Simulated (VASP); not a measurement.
# CoPtO2 (R-3m) in VASP: notebook

Runs on CoPtO2. Level: PBEsol. Tasks: single point.

Everything below comes from runs of VASP 6.6.1. Logs are shortened: lines on timing, memory, paths and dates and some standing lists are left out, and cuts for length are marked.

### Step 1. The cell of the first run

The structure is trigonal, space group R-3m (No. 166). The conventional cell has a = 2.642 Å, b = 2.642 Å, c = 18.360 Å, α = 90.00°, β = 90.00°, γ = 120.00°. Within 2.5 Å of Co (site symmetry -3m) lie 6 O at 1.85 Å. Pt (site symmetry -3m) has 2 O at 2.01 Å and 6 Pt at 2.64 Å within 2.7 Å. O (site symmetry 3m) has 3 Co at 1.85 Å and 1 Pt at 2.01 Å and 9 O at 2.60 to 2.64 Å within 2.7 Å.

### Step 2. Single point, PBEsol (biaxial strain in the a-b plane: -6.0 %, then relaxed in part)

File INCAR:

```
SYSTEM = CoPtO2
PREC = Accurate
ENCUT = 520
EDIFF = 1E-6
ISMEAR = 0
SIGMA = 0.1
LREAL = .FALSE.
LASPH = .TRUE.
NELM = 60
ALGO = Normal
ISIF = 2
LWAVE = .FALSE.
LCHARG = .FALSE.
GGA = PS
NBANDS = 58
```

File KPOINTS:

```
Automatic mesh
0
G
  12 12 2
  0 0 0
```

File POSCAR:

```
CoPtO2
1.0
    2.6415721354      0.0000000000      0.0000000000
   -1.3207860677      2.2876685752      0.0000000000
    0.0000000000      0.0000000000     18.3598155665
Co Pt O
3 3 6
Direct
    0.6666666667      0.3333333333      0.8333333333
    0.3333333333      0.6666666667      0.1666666667
    0.0000000000      0.0000000000      0.5000000000
    0.0000000000      0.0000000000      0.0000000000
    0.6666666667      0.3333333333      0.3333333333
    0.3333333333      0.6666666667      0.6666666667
    0.0000000000      0.0000000000      0.8905393840
    0.3333333333      0.6666666667      0.7761272827
    0.6666666667      0.3333333333      0.2238727173
    0.0000000000      0.0000000000      0.1094606160
    0.3333333333      0.6666666667      0.5572060506
    0.6666666667      0.3333333333      0.4427939494
```

Potentials or basis: VASP PAW PBE potentials, release 64 (Co, Pt, O).

The run is started by

```sh
$ cat potpaw_PBE.64/Co/POTCAR potpaw_PBE.64/Pt/POTCAR potpaw_PBE.64/O/POTCAR > POTCAR
$ mpirun -np 1 vasp_std > vasp.out
```

OUTCAR:

```text
SYSTEM = CoPtO2
   PREC = Accurate
   ENCUT = 520
   EDIFF = 1E-6
   ISMEAR = 0
   LREAL = .FALSE.
   LASPH = .TRUE.
   NELM = 60
   ISIF = 2
   GGA = PS

 ion  position               nearest neighbor table
   1  0.667  0.333  0.833-   8 1.85   8 1.85   8 1.85   7 1.85   7 1.85   7 1.85
   2  0.333  0.667  0.167-   9 1.85   9 1.85   9 1.85  10 1.85  10 1.85  10 1.85
   3  0.000  0.000  0.500-  11 1.85  12 1.85  12 1.85  11 1.85  12 1.85  11 1.85
   4  0.000  0.000  0.000-   7 2.01  10 2.01
   5  0.667  0.333  0.333-   9 2.01  12 2.01
   6  0.333  0.667  0.667-   8 2.01  11 2.01
   7  0.000  0.000  0.891-   1 1.85   1 1.85   1 1.85   4 2.01
   8  0.333  0.667  0.776-   1 1.85   1 1.85   1 1.85   6 2.01
   9  0.667  0.333  0.224-   2 1.85   2 1.85   2 1.85   5 2.01
  10  0.000  0.000  0.109-   2 1.85   2 1.85   2 1.85   4 2.01
  11  0.333  0.667  0.557-   3 1.85   3 1.85   3 1.85   6 2.01
  12  0.667  0.333  0.443-   3 1.85   3 1.85   3 1.85   5 2.01

  LATTYP: Found a hexagonal cell.
 ALAT       =     2.6415721354
 C/A-ratio  =     6.9503366274

  Lattice vectors:

 A1 = (   2.6415721354,   0.0000000000,   0.0000000000)
 A2 = (  -1.3207860677,   2.2876685752,   0.0000000000)
 A3 = (   0.0000000000,   0.0000000000,  18.3598155665)

Analysis of symmetry for initial positions (statically):
=====================================================================
 Subroutine PRICEL returns following result:

  LATTYP: Found a trigonal (rhomboedric) cell.
 ALAT       =     6.3071083163
 COS(alpha) =     0.9122929759

  Lattice vectors:

 A1 = (   1.3207860680,  -0.7625561919,  -6.1199385234)
 A2 = (  -1.3207860682,  -0.7625561914,  -6.1199385197)
 A3 = (   0.0000000003,   1.5251123833,  -6.1199385234)

   3 primitive cells build up your supercell.

 Routine SETGRP: Setting up the symmetry group for a
 hexagonal supercell.

 Subroutine GETGRP returns: Found 12 space group operations
 (whereof 12 operations were pure point group operations)
 out of a pool of 24 trial point group operations.

The static configuration has the point symmetry D_3d.

Analysis of symmetry for dynamics (positions and initial velocities):
=====================================================================
 Subroutine PRICEL returns following result:

  LATTYP: Found a trigonal (rhomboedric) cell.
 ALAT       =     6.3071083163
 COS(alpha) =     0.9122929759

  Lattice vectors:

 A1 = (   1.3207860680,  -0.7625561919,  -6.1199385234)
 A2 = (  -1.3207860682,  -0.7625561914,  -6.1199385197)
 A3 = (   0.0000000003,   1.5251123833,  -6.1199385234)

   3 primitive cells build up your supercell.

 Routine SETGRP: Setting up the symmetry group for a
 hexagonal supercell.

 Subroutine GETGRP returns: Found 12 space group operations
 (whereof 12 operations were pure point group operations)
 out of a pool of 24 trial point group operations.

The dynamic configuration has the point symmetry D_3d.

 Subroutine INISYM returns: Found 12 space group operations
 (whereof 12 operations are pure point group operations),
 and found     3 'primitive' translations

----------------------------------------------------------------------------------------

                                     Primitive cell

  volume of cell :      36.9830

  direct lattice vectors                    reciprocal lattice vectors
     1.320786068 -0.762556192 -6.119938523     0.378562442 -0.218563128 -0.054466778
    -1.320786068 -0.762556191 -6.119938520    -0.378562443 -0.218563128 -0.054466778
     0.000000000  1.525112383 -6.119938523     0.000000000  0.437126256 -0.054466778

  length of vectors
     6.307108316  6.307108313  6.307108316     0.440506520  0.440506520  0.440506520

  position of ions in fractional coordinates (direct lattice)
     0.500000000  0.500000000  0.500000000
     0.000000000  0.000000000  0.000000000
     0.109460616  0.109460616  0.109460616
     0.890539384  0.890539384  0.890539384

  ion indices of the primitive-cell ions
   primitive index   ion index
                 1           1
                 2           4
                 3           9
                 4          12

----------------------------------------------------------------------------------------

 KPOINTS: Automatic mesh

Automatic generation of k-mesh.
 Grid dimensions read from file:
 generate k-points for:   12   12    2

 Generating k-lattice:

  Cartesian coordinates                     Fractional coordinates (reciprocal lattice)
     0.031546870  0.018213594  0.000000000     0.083333333  0.000000000  0.000000000
     0.000000000  0.036427188  0.000000000     0.000000000  0.083333333  0.000000000
     0.000000000  0.000000000  0.027233389     0.000000000  0.000000000  0.500000000

  Length of vectors
     0.036427188  0.036427188  0.027233389

  Shift w.r.t. Gamma in fractional coordinates (k-lattice)
     0.000000000  0.000000000  0.000000000

 Subroutine IBZKPT returns following result:
 ===========================================

 Found     38 irreducible k-points:

 Following reciprocal coordinates:
            Coordinates               Weight
  0.000000  0.000000  0.000000      1.000000
  0.083333  0.000000  0.000000      6.000000
  0.166667  0.000000  0.000000      6.000000
  0.250000  0.000000  0.000000      6.000000
  0.333333  0.000000  0.000000      6.000000
  0.416667  0.000000  0.000000      6.000000
[... 16 lines left out ...]
  0.250000  0.000000  0.500000      6.000000
  0.333333  0.000000  0.500000      6.000000
 [... further k-points ...]
   k-points           NKPTS =     38   k-points in BZ     NKDIM =     38   number of bands    NBANDS=     58
   number of dos      NEDOS =    301   number of ions     NIONS =     12
   total plane-waves  NPLWV =  56000
   dimension x,y,z NGX =    20 NGY =   20 NGZ =  140
   dimension x,y,z NGXF=    40 NGYF=   40 NGZF=  280
   ions per type =               3   3   6
   NGX,Y,Z   is equivalent  to a cutoff of  12.59, 12.59, 12.68 a.u.
   NGXF,Y,Z  is equivalent  to a cutoff of  25.17, 25.17, 25.35 a.u.
 SYSTEM =  CoPtO2
   PREC   = accura    normal or accurate (medium, high low for compatibility)
   ISTART =      0    job   : 0-new  1-cont  2-samecut
   ICHARG =      2    charge: 1-file 2-atom 10-const
   ISPIN  =      1    spin polarized calculation?
   LNONCOLLINEAR =      F non collinear calculations
   LSORBIT =      F    spin-orbit coupling
   LASPH  =      T    aspherical Exc in radial PAW
   ENCUT  =  520.0 eV  38.22 Ry    6.18 a.u.   4.91  4.91 34.14*2*pi/ulx,y,z
   NELM   =     60;   NELMIN=  2; NELMDL= -5     # of ELM steps
   EDIFF  = 0.1E-05   stopping-criterion for ELM
   LREAL  =      F    real-space projection
   EDIFFG = 0.1E-04   stopping-criterion for IOM
   NSW    =      0    number of steps for IOM
   IBRION =     -1    ionic relax: 0-MD 1-quasi-New 2-CG
   NFREE  =      0    steps in history (QN), initial steepest desc. (CG)
   ISIF   =      2    stress and relaxation
   ISYM   =      2    0-nonsym 1-usesym 2-fastsym
   POTIM  = 0.5000    time-step for ionic-motion
   TEBEG  =    0.0;   TEEND  =   0.0 temperature during run
   PSTRESS=    0.0 pullay stress
   NELECT =      93.0000    total number of electrons
   NUPDOWN=      -1.0000    fix difference up-down
   EMIN   =  10.00;   EMAX   =-10.00  energy-range for DOS
   EFERMI =   0.00;   METHOD = LEGACY
   ISMEAR =     0;   SIGMA  =   0.10  broadening in eV -4-tet -1-fermi 0-gaus
   EFERMI_NEDOS =   21; number of points for ismear=-14 and -15
   IALGO  =     38    algorithm
   IMIX   =      4    mixing-type and parameters
     AMIX     =   0.40;   BMIX     =  1.00
     AMIX_MAG =   1.60;   BMIX_MAG =  1.00
  volume/ion in A,a.u.               =       9.25        62.39
  Fermi-wavevector in a.u.,A,eV,Ry     =   1.543575  2.916935 32.417581  2.382625
  Thomas-Fermi vector in A             =   2.649219
   LORBIT       =      0    0 simple, 1 ext, 2 COOP (PROOUT), +10 PAW based schemes
   GGA     = PS    functional components
   LHFCALC =     F    Hartree Fock is set to
   AEXX    =    0.0000 exact exchange contribution
   IVDW    =     0    specifies the selected vdW correction
   LEPSILON=     F    determine dielectric tensor
   LRPA    =     F    only Hartree local field effects (RPA)
 non-spin polarized calculation
 Gauss-broadening in eV      SIGMA  =   0.10
  energy-cutoff  :      520.00
  volume of cell :      110.95
 maximum number of plane-waves:      3060
 NGX is ok and might be reduce to    20
   NGX =  9   NGY =  9   NGZ = 69

 number of electron      93.0000006 magnetization

 Free energy of the ion-electron system (eV)
  ---------------------------------------------------
  ext. energy  EPLUGINS =         0.00000000
  ---------------------------------------------------
  free energy    TOTEN  =       -84.75905330 eV

  energy without entropy =      -84.74045150  energy(sigma->0) =      -84.74975240

 E-fermi :  10.4989     XC(G=0): -13.5774

 val. band max:       10.4942028144   @ k =   0.2500   0.0000   0.0000
 cond. band min:      10.5216305966   @ k =   0.2500   0.0833   0.0000
 fundamental gap:      0.0274277823
 Fermi energy:        10.4988901707

 k-point     1 :       0.0000    0.0000    0.0000
  band No.  band energies     occupation
      1     -11.9700      2.00000
      2     -11.8134      2.00000
      3     -11.8133      2.00000
      4     -10.4186      2.00000
      5     -10.4186      2.00000
      6     -10.1641      2.00000
[... 50 lines left out ...]
     57      13.3329      0.00000
     58      15.2757      0.00000

 k-point     2 :       0.0833    0.0000    0.0000
  band No.  band energies     occupation
      1     -11.8654      2.00000
      2     -11.7092      2.00000
      3     -11.7086      2.00000
      4     -10.3808      2.00000
      5     -10.3799      2.00000
      6     -10.1311      2.00000
[... 50 lines left out ...]
     57      13.4931      0.00000
     58      15.7909      0.00000

 k-point     3 :       0.1667    0.0000    0.0000
  band No.  band energies     occupation
      1     -11.5690      2.00000
      2     -11.4153      2.00000
      3     -11.4100      2.00000
      4     -10.2789      2.00000
      5     -10.2715      2.00000
      6     -10.0404      2.00000
[... 1216 lines left out ...]
      3     -10.9066      2.00000
      4     -10.2193      2.00000
      5      -9.9914      2.00000
      6      -9.9690      2.00000
[... 50 lines left out ...]
     57      14.1495      0.00000
     58      18.2836      0.00000

 k-point    24 :       0.3333    0.0000    0.5000
  band No.  band energies     occupation
      1     -10.6314      2.00000
      2     -10.5846      2.00000
      3     -10.4268      2.00000
      4     -10.0624      2.00000
      5      -9.8743      2.00000
      6      -9.8163      2.00000
[... 50 lines left out ...]
     57      14.1390      0.00000
     58      19.3276      0.00000

 [... further k-points ...]
[... 5 lines left out ...]
  --------------------------------------------------------------------------------------
  -------------------------------------------------------------------------------------
  Total       24.7686682     24.7686682      0.4812895      0.0000000      0.0000000      0.0000000
  in kB      357.6756228    357.6756228      6.9501323      0.0000000      0.0000000      0.0000000
  external PRESSURE =     240.7671260 kB  Pullay stress =       0.0000000 kB

 VOLUME and BASIS-vectors are now :
 -----------------------------------------------------------------------------
  energy-cutoff  :      520.00
  volume of cell :      110.95
      direct lattice vectors                 reciprocal lattice vectors
     2.641572135  0.000000000  0.000000000     0.378562443  0.218563128  0.000000000
    -1.320786068  2.287668575  0.000000000     0.000000000  0.437126256  0.000000000
     0.000000000  0.000000000 18.359815567     0.000000000  0.000000000  0.054466778

 POSITION                                       TOTAL-FORCE (eV/Angst)
 -----------------------------------------------------------------------------------
      1.32079      0.76256     15.29985        -0.000000     -0.000000     -0.000000
     -0.00000      1.52511      3.05997        -0.000000     -0.000000     -0.000000
      0.00000      0.00000      9.17991        -0.000000     -0.000000     -0.000000
      0.00000      0.00000      0.00000        -0.000000     -0.000000     -0.000000
      1.32079      0.76256      6.11994        -0.000000     -0.000000     -0.000000
     -0.00000      1.52511     12.23988        -0.000000     -0.000000     -0.000000
      0.00000      0.00000     16.35014        -0.000000      0.000000      0.013527
     -0.00000      1.52511     14.24955         0.000000      0.000000     -0.013527
      1.32079      0.76256      4.11026        -0.000000      0.000000      0.013527
      0.00000      0.00000      2.00968         0.000000      0.000000     -0.013527
     -0.00000      1.52511     10.23020        -0.000000     -0.000000      0.013527
      1.32079      0.76256      8.12962         0.000000     -0.000000     -0.013527
 -----------------------------------------------------------------------------------
    total drift:                                0.000000      0.000000      0.000000

  FREE ENERGIE OF THE ION-ELECTRON SYSTEM (eV)
  ---------------------------------------------------
  free  energy   TOTEN  =       -84.7590532992 eV

  energy  without entropy=      -84.7404514980  energy(sigma->0) =      -84.74975240
```

It took 8.5 min on 1 thread of Intel Xeon Platinum 8375C at 2.90GHz (Ice Lake), shared host; peak memory 0.35 GiB.

What came out:

```
Free energy            : -84.7591 eV
Pressure               : 24.1 GPa
Largest force          : 0.014 eV/Å
Band gap on the k mesh : zero (an odd number of electrons rules out a gap without spin polarisation)
```

Forces on the atoms (eV/Å):
```
Co   0.000  0.000  0.000
Co   0.000  0.000  0.000
Co   0.000  0.000  0.000
Pt   0.000  0.000  0.000
Pt   0.000  0.000  0.000
Pt   0.000  0.000  0.000
O    0.000  0.000  0.014
O    0.000  0.000 -0.014
O    0.000  0.000  0.014
O    0.000  0.000 -0.014
O    0.000  0.000  0.014
O    0.000  0.000 -0.014
```

Caveat: the cell differs from its parent crystal (biaxial strain in the a-b plane: -6.0 %, then relaxed in part); the stress differs along the axes, from 1 to 36 GPa; the PAW data sets were made with another functional, which shifts forces and pressure a little; spin-orbit coupling is left out, which moves the levels of the heavy elements; an odd number of electrons without spin polarisation forces a metal; a magnetic or distorted state may lie lower; the run has no spin polarisation, though such a crystal can be magnetic; semilocal functionals often make such compounds metallic where correlation or magnetic order opens a gap, which also shifts bond lengths.

### Step 3. Single point, PBEsol (biaxial strain in the a-b plane: -6.0 %)

File INCAR:

```
SYSTEM = CoPtO2
PREC     = Accurate       ! precision mode
ENCUT    = 520            ! plane-wave cutoff, eV
EDIFF    = 1E-6           ! SCF threshold, eV
ISMEAR   = 0              ! smearing method
SIGMA    = 0.1            ! smearing width, eV
LREAL    = .FALSE.        ! projectors in reciprocal space
LASPH    = .TRUE.         ! aspherical terms in the spheres
NELM     = 80             ! most SCF steps
ALGO     = Normal         ! electronic algorithm
ISIF     = 2              ! what is computed and relaxed
LWAVE    = .FALSE.        ! write WAVECAR
LCHARG   = .FALSE.        ! write CHGCAR
GGA      = PS             ! functional
NBANDS   = 58             ! bands
```

File KPOINTS:

```
regular mesh
0
G
  12 12 2
  0 0 0
```

File POSCAR:

```
CoPtO2
1.0
    2.6415721354      0.0000000000      0.0000000000
   -1.3207860677      2.2876685752      0.0000000000
    0.0000000000      0.0000000000     18.3336978086
Co Pt O
3 3 6
Direct
    0.6666666667      0.3333333333      0.8333333333
    0.3333333333      0.6666666667      0.1666666667
    0.0000000000      0.0000000000      0.5000000000
    0.0000000000      0.0000000000      0.0000000000
    0.6666666667      0.3333333333      0.3333333333
    0.3333333333      0.6666666667      0.6666666667
    0.0000000000      0.0000000000      0.8895632044
    0.3333333333      0.6666666667      0.7771034622
    0.6666666667      0.3333333333      0.2228965378
    0.0000000000      0.0000000000      0.1104367956
    0.3333333333      0.6666666667      0.5562298711
    0.6666666667      0.3333333333      0.4437701289
```

Potentials or basis: VASP PAW PBE potentials, release 64 (Co, Pt, O).

The run is started by

```sh
$ cat potpaw_PBE.64/Co/POTCAR potpaw_PBE.64/Pt/POTCAR potpaw_PBE.64/O/POTCAR > POTCAR
$ mpirun -np 1 vasp_std > vasp.out
```

Wall time 6.5 min (1 thread of Intel Xeon Platinum 8375C at 2.90GHz (Ice Lake), shared host); peak memory 0.35 GiB.

The run converged. Its results:

| Quantity | Value |
| --- | --- |
| Free energy | -84.7291 eV |
| Pressure | 25.7 GPa |
| Largest force | 0.521 eV/Å |
| Band gap on the k mesh | zero (an odd number of electrons rules out a gap without spin polarisation) |

Forces in eV/Å, atoms in the order of the input:
```
Co   0.000  0.000  0.000
Co   0.000  0.000  0.000
Co   0.000  0.000  0.000
Pt   0.000  0.000  0.000
Pt   0.000  0.000  0.000
Pt   0.000  0.000  0.000
O    0.000  0.000  0.521
O    0.000  0.000 -0.521
O    0.000  0.000  0.521
O    0.000  0.000 -0.521
O    0.000  0.000  0.521
O    0.000  0.000 -0.521
```

Stress tensor (GPa, compression positive):
```
37.91  0.00  0.00
 0.00 37.91  0.00
 0.00  0.00  1.31
```

Levels at points of the mesh, in eV from the Fermi level:
| k point | band 46 | band 47 | band 48 | band 49 | band 50 | band 51 |
| --- | --- | --- | --- | --- | --- | --- |
| (0.00, 0.00, 0.00) | -1.21 | -1.21 | -1.21 | 1.39 | 1.39 | 1.39 |
| (0.50, 0.00, 0.00) | 0.28 | 0.48 | 0.48 | 1.34 | 1.34 | 1.60 |
| (0.00, 0.00, 0.50) | -1.48 | -1.01 | -1.01 | 1.29 | 1.29 | 1.58 |
| (0.50, 0.00, 0.50) | 0.28 | 0.28 | 0.94 | 1.18 | 1.24 | 1.53 |

Caveat: the cell differs from its parent crystal (biaxial strain in the a-b plane: -6.0 %); the stress differs along the axes, from 1 to 38 GPa; the PAW data sets were made with another functional, which shifts forces and pressure a little; spin-orbit coupling is left out, which moves the levels of the heavy elements; an odd number of electrons without spin polarisation forces a metal; a magnetic or distorted state may lie lower; the run has no spin polarisation, though such a crystal can be magnetic; semilocal functionals often make such compounds metallic where correlation or magnetic order opens a gap, which also shifts bond lengths. Spin polarisation is off, so any magnetic state and its effect on volume and gap are missing.

The gap in the log of VASP goes by the Fermi energy; the results here count the filled bands.